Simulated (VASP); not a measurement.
Crystal: BePd.

```xyz
2
Lattice="2.8130 0.0000 0.0000 0.0000 2.8130 0.0000 0.0000 0.0000 2.8130" Properties=species:S:1:pos:R:3 pbc="T T T"
Be    0.0000    0.0000    0.0000
Pd    1.4065    1.4065    1.4065
```

* Program: VASP 6.6.1
* Task: relaxation of cell and atoms
* Functional: LDA
* Potentials or basis: VASP PAW LDA potentials, release 64 (Be, Pd)
* Cutoff: 600 eV
* k mesh: 12 × 12 × 12
* Occupations: fermi-dirac, width 0.05 eV
* Spin: no spin polarisation

At the start: pressure -7.4 GPa; volume 11.13 Å³/atom.

**Question.** Where does the relaxation end?

**Answer.** Over 6 steps the energy falls by 10.4 meV/atom and the volume is 10.70 Å³/atom (-3.9 %); space group Pm-3m (No. 221, to 0.1 Å) before and after.

Step by step:
```tsv
step	energy change (eV)	largest force (eV/Å)	pressure (GPa)	volume (Å³)
1	0.0000	0.0000	-7.40	22.26
2	-0.0030	0.0000	7.89	20.64
3	-0.0208	0.0000	-0.03	21.40
4	-0.0208	0.0000	0.11	21.38
5	-0.0208	0.0000	-0.07	21.40
6	-0.0208	0.0000	0.00	21.39
```

Final structure:
```
CELL_PARAMETERS angstrom
2.77598 0.00000 0.00000
0.00000 2.77598 0.00000
0.00000 0.00000 2.77598
ATOMIC_POSITIONS crystal
Be 0.00000 0.00000 0.00000
Pd 0.50000 0.50000 0.50000
```
